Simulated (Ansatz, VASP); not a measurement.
# Bi in VASP and in Ansatz

```
CELL_PARAMETERS angstrom
3.57310 0.00000 0.00000
-1.78655 3.09439 0.00000
0.00000 0.00000 5.78842
ATOMIC_POSITIONS crystal
Bi 0.33333 0.66667 0.25000
Bi 0.66667 0.33333 0.75000
```

Alike in both runs: task relaxation of cell and atoms; functional LDA; k mesh 14 × 14 × 8; occupations fermi-dirac, width 0.1 eV; no spin polarisation.

|  | VASP | Ansatz |
| --- | --- | --- |
| version | VASP 6.6.1 | Ansatz 0.2.0 |
| potentials or method | VASP PAW LDA potentials, release 64 (Bi_d) | PAW with Ansatz's default frozen-core files, scalar-relativistic |
| plane-wave cutoff (eV) | 500 | 420 |
| valence electrons in the cell | 30 | 30 |

|  | VASP | Ansatz | Ansatz less VASP |
| --- | --- | --- | --- |
| relaxed volume (Å³/atom) | 29.43 | 29.40 | -0.036 |
| relaxed cell length with the largest relative difference (Å) | 3.460 | 3.459 | -0.0016 |

LDA's correlation is that of Perdew and Zunger in VASP and of Perdew and Wang (1992) in Ansatz.

Spin-orbit coupling is off throughout.
